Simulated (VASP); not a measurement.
Mn: single point with PBEsol

Mn:

```
Mn
1.0
     2.48365    0.00000    0.00000
    -1.24182    2.15090    0.00000
     0.00000    0.00000    4.02620
Mn
2
Direct
  0.33333 0.66667 0.25000
  0.66667 0.33333 0.75000
```

```yaml
Program: VASP 6.6.1
Task: single point
Functional: PBEsol
Potentials_or_basis: VASP PAW PBE potentials, release 64 (Mn_pv)
Cutoff: 520 eV
k_mesh: 10 × 10 × 6
Occupations: fermi-dirac, width 0.05 eV
Spin: collinear spin, ferromagnetic start
Starting_moments: "[1.0, 1.0] μB"
Fixed_moment: 2 μB
```

```json
{
 "Pressure": "-4.4 GPa",
 "Net moment": "2.00 μB per cell",
 "Site moments": "Mn +0.96 μB",
 "Valence electrons inside the program's atomic spheres": "Mn 11.99"
}
```

Stress tensor (GPa, compression positive):
```
-4.96  0.00  0.00
 0.00 -4.96  0.00
 0.00  0.00 -3.29
```

Wall time 29 s on 1 thread of AMD EPYC 9R45 96-Core Processor (Zen 5) (shared host), peak memory 0.13 GiB.

Caveat: the PAW data sets were made with another functional, which shifts forces and pressure a little; the total moment is fixed, so each spin has its own Fermi level.
